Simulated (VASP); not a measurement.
Write the native input for VASP 6.6.1 that does the following.

* Task: single point
* Functional: PBEsol
* Potentials or basis: VASP PAW PBE potentials, release 64 (Ga_d)
* Cutoff: 520 eV
* k mesh: 10 × 10 × 10
* Occupations: gaussian, width 0.1 eV
* Spin: no spin polarisation
* Dipole correction: no
* Further INCAR settings: ALGO = Fast; EDIFF = 1e-07; NBANDS = 12

The structure of Ga lies in POSCAR:

```
Ga
1.0
    0.0000000000      1.6171144522      1.6171144522
    1.6171144522      0.0000000000      1.6171144522
    1.6171144522      1.6171144522      0.0000000000
Ga
1
Direct
    0.0000000000      0.0000000000      0.0000000000
```

These files were run (other wordings do the same):

INCAR

```
PREC = Accurate ; ENCUT = 520
EDIFF = 1E-7 ; ISMEAR = 0
SIGMA = 0.1 ; LREAL = F
LASPH = T ; NELM = 80
ALGO = Fast ; ISIF = 2
LWAVE = F ; LCHARG = F
GGA = PS ; NBANDS = 12
```

KPOINTS

```
Automatic mesh
0
Gamma
  10 10 10
```

Potentials or basis: VASP PAW PBE potentials, release 64 (Ga_d).

Run with:

```console
$ cat potpaw_PBE.64/Ga_d/POTCAR > POTCAR
$ mpirun -np 1 vasp_std > vasp.out
```

It gave:

The pressure is 261.3 GPa.

Caveat: the PAW data sets were made with another functional, which shifts forces and pressure a little.

Wall time 14 s on 1 thread of AMD EPYC 7R43 64-Core Processor (Zen 3) (shared host), peak memory 0.08 GiB.
